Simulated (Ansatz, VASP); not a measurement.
# Two plane-wave programs on As

INCAR

```
  PREC = Accurate
  ENCUT = 600
  EDIFF = 1E-6
  ISMEAR = -1
  SIGMA = 0.05
  LREAL = False
  LASPH = True
  NELM = 200
  ALGO = Normal
  ISIF = 2
  LWAVE = False
  LCHARG = True
  LNONCOLLINEAR = True
  MAGMOM = 0 0 0 0 0 0
  LORBIT = 11
  LSORBIT = True
  GGA_COMPAT = False
  LORBMOM = True
  GGA = CA
  LVHAR = True
  NBANDS = 42
```

File KPOINTS:

```
Automatic mesh
0
Gamma
  7 7 7
```

POSCAR

```
As
1.0
    1.8807968987      1.0858785957      3.5140619945
   -1.8807968987      1.0858785957      3.5140619945
    0.0000000000     -2.1717571915      3.5140619945
As
2
Direct
    0.2260000000      0.2260000000      0.2260000000
    0.7740000000      0.7740000000      0.7740000000
```

The input input.yaml:

```yaml
crystal:
  lattice:
    - [1.8807968987, 1.0858785957, 3.5140619945]
    - [-1.8807968987, 1.0858785957, 3.5140619945]
    - [0.0, -2.1717571915, 3.5140619945]
  atoms:
    - { symbol: As, position: [0.226, 0.226, 0.226] }
    - { symbol: As, position: [0.774, 0.774, 0.774] }
hamiltonian:
  xc: lda
  pseudopotentials: { kind: paw_fr }
magnetization:
  noncollinear: true
  spin_orbit: true
kpoints:
  mp_grid: { grid: [7, 7, 7] }
  band_path:
    path:
      - [[0.0, 0.0, 0.0], [0.5, 0.0, 0.0], [0.5, 0.2303245873, -0.2303245873]]
      - [[0.7696754127, 0.5, 0.2303245873], [0.5, 0.5, 0.5], [0.0, 0.0, 0.0], [0.3651622936, 0.0, -0.3651622936]]
      - [[0.6348377064, 0.3651622936, 0.0], [0.5, 0.5, 0.0], [0.6348377064, 0.6348377064, 0.2303245873], [0.5, 0.5, 0.5]]
      - [[0.5, 0.0, 0.0], [0.7696754127, 0.3651622936, 0.3651622936]]
    npoints: 14
scf:
  occupations: { method: fermi_dirac, width: 0.05 }
  n_extra_bands: 6
output:
  forces: true
  stress: true
  eigenvalues: true
  fatbands: false
```

Alike in both runs: functional LDA; k mesh 7 × 7 × 7; occupations fermi-dirac, width 0.05 eV; non-collinear spin, spin-orbit coupling.

|  | VASP | Ansatz |
| --- | --- | --- |
| version | VASP 6.6.1 | Ansatz 0.2.0 |
| potentials or method | VASP PAW LDA potentials, release 64 (As_d) | Ansatz PAW |
| plane-wave cutoff (eV) | 600 | 420 |
| valence electrons in the cell | 30 | 30 |
| task | single point | band structure |

```csv
,VASP,Ansatz,Ansatz less VASP
pressure (GPa),-1.3,-1.4,-0.18
"traceless stress, the component that is largest in VASP (GPa)",-0.55,-0.47,+0.078
rms of the force components (eV/Å),0.151,0.129,-0.0218
```

LDA's correlation is that of Perdew and Zunger in VASP and of Perdew and Wang (1992) in Ansatz. Atom by atom the forces differ by 0.022 eV/Å (rms over components).
